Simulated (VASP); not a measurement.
Write the native input for VASP 6.6.1 that does the following.

| Quantity | Value |
| --- | --- |
| Task | single point |
| Functional | PBEsol |
| Potentials or basis | VASP PAW PBE potentials, release 64 (Ti_sv, N) |
| Cutoff | 520 eV |
| k mesh | 20 × 20 × 20 |
| Occupations | gaussian, width 0.15 eV |
| Spin | collinear spin, ferromagnetic start |
| Starting moments | [0.875, 0.0] μB |
| Fixed moment | 0.875 μB |
| Dipole correction | no |
| Further INCAR settings | ALGO = Normal; EDIFF = 1e-06; NBANDS = 20 |

The structure of TiN lies in POSCAR:

```
TiN
1.0
    0.0000000000      2.0735146868      2.0735146868
    2.0735146868      0.0000000000      2.0735146868
    2.0735146868      2.0735146868      0.0000000000
Ti N
1 1
Direct
    0.0000000000      0.0000000000      0.0000000000
    0.5000000000      0.5000000000      0.5000000000
```

These files were run (other wordings do the same):

INCAR

```
PREC = Accurate ; ENCUT = 520
EDIFF = 1E-6 ; ISMEAR = 0
SIGMA = 0.15 ; LREAL = F
LASPH = T ; NELM = 150
ALGO = Normal ; ISIF = 2
LWAVE = F ; LCHARG = T
ISPIN = 2 ; MAGMOM = 0.875 0
LORBIT = 11 ; NUPDOWN = 0.875
LMAXMIX = 4 ; GGA = PS
LELF = T ; LVHAR = T
NBANDS = 20
```

KPOINTS

```
regular mesh
0
Gamma
  20 20 20
```

Potentials or basis: VASP PAW PBE potentials, release 64 (Ti_sv, N).

Command:

```bash
$ cat potpaw_PBE.64/Ti_sv/POTCAR potpaw_PBE.64/N/POTCAR > POTCAR
$ mpirun -np 1 vasp_std > vasp.out
```

It gave:

The pressure is 20.7 GPa, the net moment is 0.88 μB per cell and the site moments are Ti +0.65; N +0.06 μB. The valence electrons inside the program's atomic spheres are Ti 10.55; N 3.79.

Caveat: the PAW data sets were made with another functional, which shifts forces and pressure a little; the total moment is fixed, so each spin has its own Fermi level.

It took 120 s on 1 thread of Intel(R) Xeon(R) Platinum 8375C CPU @ 2.90GHz (Ice Lake), with other jobs on the host, peak memory 0.26 GiB.
